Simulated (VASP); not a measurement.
A run of VASP 6.6.1 is set up as follows.

File INCAR:

```
ALGO     = Normal         # electronic algorithm
EDIFF    = 1E-8           # SCF threshold, eV
ENCUT    = 520            # plane-wave cutoff, eV
GGA      = PS             # functional
ISIF     = 2              # what is computed and relaxed
ISMEAR   = -1             # smearing method
LASPH    = T              # aspherical terms in the spheres
LCHARG   = F              # write CHGCAR
LEFG     = T            
LREAL    = F              # projectors in reciprocal space
LWAVE    = F              # write WAVECAR
NBANDS   = 15             # bands
NELM     = 100            # most SCF steps
PREC     = Accurate       # precision mode
SIGMA    = 0.02           # smearing width, eV
```

Contents of KPOINTS:

```
k-points
0
Gamma
  9 9 9
```

Contents of POSCAR:

```
TaN
1.0
    0.0000000000      2.1790000000      2.1136300000
    2.1790000000      0.0000000000      2.1136300000
    2.1790000000      2.1790000000      0.0000000000
Ta N
1 1
Direct
    0.5000000000      0.5000000000      0.5000000000
    0.0000000000      0.0000000000      0.0000000000
```

Potentials or basis: VASP PAW PBE potentials, release 64 (Ta_pv, N).

The run is started by

```bash
$ cat potpaw_PBE.64/Ta_pv/POTCAR potpaw_PBE.64/N/POTCAR > POTCAR
$ mpirun -np 1 vasp_std > vasp.out
```

(1) Estimate the pressure.

(2) Predict the band gap on the k mesh.

## Answers

(1) 18.8 GPa.

(2) zero (band 8 reaches 11.69 eV, above the bottom of band 9 at 7.63 eV).

Caveat: the cell differs from its parent crystal (zz strain of -3 %); without QUAD_EFG the Cq values of the log hold for a quadrupole moment of 1 mb, not for the nuclei; the PAW data sets were made with another functional, which shifts forces and pressure a little; spin-orbit coupling is left out, which moves the levels of the heavy elements.
